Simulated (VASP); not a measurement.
A run of VASP 6.6.1 is set up as follows.

INCAR

```
SYSTEM = MoS2
  ALGO = Normal
  EDIFF = 1E-7
  ENCUT = 520
  GGA = PE
  ISIF = 2
  ISMEAR = 0
  LASPH = .TRUE.
  LCHARG = .TRUE.
  LELF = .TRUE.
  LREAL = .FALSE.
  LVHAR = .TRUE.
  LWAVE = .FALSE.
  NBANDS = 35
  NELM = 80
  PREC = Accurate
  SIGMA = 0.05
```

Contents of KPOINTS:

```
k-points
0
G
  12 12 2
  0 0 0
```

Contents of POSCAR:

```
MoS2
1.0
    3.1855822578      0.0000000000      0.0000000000
   -1.5927911289      2.9036319071      0.0000000000
    0.0000000000      0.0000000000     14.5104515858
Mo S
2 4
Direct
    0.3333333333      0.6666666667      0.2500000000
    0.6666666667      0.3333333333      0.7500000000
    0.3333333333      0.6666666667      0.6423151295
    0.6666666667      0.3333333333      0.1423151295
    0.3333333333      0.6666666667      0.8576848705
    0.6666666667      0.3333333333      0.3576848705
```

Potentials or basis: VASP PAW PBE potentials, release 64 (Mo_sv, S).

Launch:

```console
$ cat potpaw_PBE.64/Mo_sv/POTCAR potpaw_PBE.64/S/POTCAR > POTCAR
$ mpirun -np 1 vasp_std > vasp.out
```

Problem. Predict the largest force.

Solution. 0.480 eV/Å.

Problem. What does it give for the pressure?

Solution. -5.3 GPa.

Problem. Predict the band gap on the k mesh.

Solution. 1.05 eV (least direct gap 1.43 eV).

Forces on the atoms (eV/Å):
```
Mo   0.000  0.177  0.000
Mo   0.000 -0.177  0.000
S    0.000  0.089  0.472
S    0.000 -0.089  0.472
S    0.000  0.089 -0.472
S    0.000 -0.089 -0.472
```

Caveat: the cell differs from its parent crystal (strain +0.0525 x Voigt [0, 1, 0, 0, 0, 0]); the stress differs along the axes, from -9 to -3 GPa; this functional lacks dispersion, which binds layers or chains, so the pressure and a relaxed spacing across them are unreliable. A k mesh can miss the band edges.
